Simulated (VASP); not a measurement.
A run of VASP 6.6.1 is set up as follows.

The input INCAR:

```
SYSTEM = PtS2
PREC = Accurate
ENCUT = 520
EDIFF = 1E-6
ISMEAR = 0
SIGMA = 0.05
LREAL = .False.
LASPH = .True.
NELM = 80
ALGO = Normal
ISIF = 2
LWAVE = .False.
LCHARG = .True.
GGA = PS
LELF = .True.
LVHAR = .True.
NBANDS = 18
```

The input KPOINTS:

```
Automatic mesh
0
Gamma
  12 12 8
  0 0 0
```

Contents of POSCAR:

```
PtS2
1.0
    3.5431994758      0.0000000000      0.0000000000
   -1.7715997379      3.0685007567      0.0000000000
    0.0000000000      0.0000000000      5.0388000000
Pt S
1 2
Direct
    0.0000000000      0.0000000000      0.0000000000
    0.3170387309      0.6340774617      0.2500000000
    0.6666666667      0.3333333333      0.7500000000
```

Potentials or basis: VASP PAW PBE potentials, release 64 (Pt, S).

Run with:

```console
$ cat potpaw_PBE.64/Pt/POTCAR potpaw_PBE.64/S/POTCAR > POTCAR
$ mpirun -np 1 vasp_std > vasp.out
```

Question: Predict the pressure.

Answer: -2.6 GPa.

Question: Predict the largest force.

Answer: 1.047 eV/Å.

Question: Estimate the band gap on the k mesh.

Answer: 0.42 eV (least direct gap 0.66 eV).

Forces on the atoms (eV/Å):
```
Pt   0.000 -0.858 -0.093
S    0.000  0.929 -0.482
S    0.000 -0.070  0.576
```

Caveat: the cell differs from its parent crystal (atom 2 (S) moved by (+0.000, -0.100) A along x and y); the PAW data sets were made with another functional, which shifts forces and pressure a little; spin-orbit coupling is left out, which moves the levels of the heavy elements. A k mesh can miss the band edges.
